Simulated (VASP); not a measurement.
Input of a VASP 6.6.1 run:

The input POSCAR:

```
NaF
1.0
    0.0000000000      2.3655017480      2.3655017480
    2.3655017480      0.0000000000      2.3655017480
    2.3655017480      2.3655017480      0.0000000000
Na F
1 1
Direct
    0.0000000000      0.0000000000      0.0000000000
    0.5000000000      0.5000000000      0.5000000000
```

The input INCAR.step1:

```
SYSTEM = NaF
PREC = Accurate
ENCUT = 520
EDIFF = 1E-5
ISMEAR = -1
SIGMA = 0.05
LREAL = .FALSE.
LASPH = .TRUE.
NELM = 60
ALGO = Normal
ISIF = 2
LWAVE = .TRUE.
LCHARG = .FALSE.
GGA = PE
NBANDS = 14
```

INCAR.step2

```
SYSTEM = NaF
PREC = Accurate
ENCUT = 520
EDIFF = 1E-6
ISMEAR = -1
SIGMA = 0.05
LREAL = .FALSE.
LASPH = .TRUE.
NELM = 60
ALGO = Normal
ISIF = 2
LWAVE = .FALSE.
LCHARG = .FALSE.
GGA = PE
LHFCALC = .TRUE.
HFSCREEN = 0.2079
PRECFOCK = Normal
ISTART = 1
NBANDS = 14
```

Contents of KPOINTS:

```
Automatic mesh
0
G
  6 6 6
  0 0 0
```

Potentials or basis: VASP PAW PBE potentials, release 64 (Na_pv, F).

Launch:

```console
$ cat potpaw_PBE.64/Na_pv/POTCAR potpaw_PBE.64/F/POTCAR > POTCAR
$ cp INCAR.step1 INCAR
$ mpirun -np 1 vasp_std > vasp.out
$ cp INCAR.step2 INCAR
$ mpirun -np 1 vasp_std > vasp.out
```

**Question.** What does it give for the pressure?

**Answer.** -2.5 GPa.

**Question.** Estimate the band gap on the k mesh.

**Answer.** 8.09 eV.

Caveat: the PAW data sets were made with another functional, which shifts forces and pressure a little.
